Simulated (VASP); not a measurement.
Input of a VASP 6.6.1 run:

INCAR

```
PREC = Accurate ; ENCUT = 520
EDIFF = 1E-6 ; ISMEAR = 0
SIGMA = 0.01 ; LREAL = F
LASPH = T ; NELM = 100
ALGO = Normal ; ISIF = 2
LWAVE = F ; LCHARG = T
GGA = CA ; LELF = T
LVHAR = T ; NBANDS = 26
```

The input KPOINTS:

```
regular mesh
0
Gamma
  8 8 4
```

POSCAR

```
ZnO
1.0
    3.1038865696      0.0000000000      0.0000000000
   -1.5519432848      2.6880446197      0.0000000000
    0.0000000000      0.0000000000      5.0235668388
Zn O
2 2
Direct
    0.3333333333      0.6666666667      0.5005385473
    0.6666666667      0.3333333333      0.0005385473
    0.6666666667      0.3333333333      0.3784714527
    0.3333333333      0.6666666667      0.8784714527
```

Potentials or basis: VASP PAW LDA potentials, release 64 (Zn, O).

The run is started by

```console
$ cat potpaw_LDA.64/Zn/POTCAR potpaw_LDA.64/O/POTCAR > POTCAR
$ mpirun -np 1 vasp_std > vasp.out
```

(1) Predict the pressure.

(2) Predict the band gap on the k mesh.

Answers

(1) 16.8 GPa.

(2) 0.93 eV.

Caveat: the cell stands under pressure.
